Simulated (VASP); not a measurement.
Wanted: the native input for a VASP 6.6.1 run.

```
Task                   : single point
Functional             : PBEsol
Potentials or basis    : VASP PAW PBE potentials, release 64 (S)
Cutoff                 : 520 eV
k mesh                 : 14 × 14 × 14
Occupations            : fermi-dirac, width 0.1 eV
Spin                   : no spin polarisation
Dipole correction      : no
Further INCAR settings : ALGO = Normal; EDIFF = 1e-07; NBANDS = 13
```

The structure of S lies in POSCAR:

```
S
1.0
    0.0000000000      2.3339515964      2.3339515964
    2.3339515964      0.0000000000      2.3339515964
    2.3339515964      2.3339515964      0.0000000000
S
2
Direct
   -0.1250000000     -0.1250000000     -0.1250000000
    0.1250000000      0.1250000000      0.1250000000
```

This isn't the form of S at room conditions, which is orthorhombic, of S8 rings.

These files were run (other wordings do the same):

INCAR

```
PREC = Accurate
ENCUT = 520
EDIFF = 1E-7
ISMEAR = -1
SIGMA = 0.1
LREAL = False
LASPH = True
NELM = 60
ALGO = Normal
ISIF = 2
LWAVE = False
LCHARG = False
GGA = PS
NBANDS = 13
```

KPOINTS

```
Automatic mesh
0
Gamma
  14 14 14
```

Potentials or basis: VASP PAW PBE potentials, release 64 (S).

Run with:

```console
$ cat potpaw_PBE.64/S/POTCAR > POTCAR
$ mpirun -np 1 vasp_std > vasp.out
```

It gave:

```json
{
 "Pressure": "69.5 GPa",
 "Band gap on the k mesh": "zero (bands 6 and 7 overlap by 4.17 eV)"
}
```

Caveat: the cell stands under pressure; the PAW data sets were made with another functional, which shifts forces and pressure a little.

Wall time 50 s on 1 thread of AMD EPYC 7R13 (shared host), peak memory 0.13 GiB.
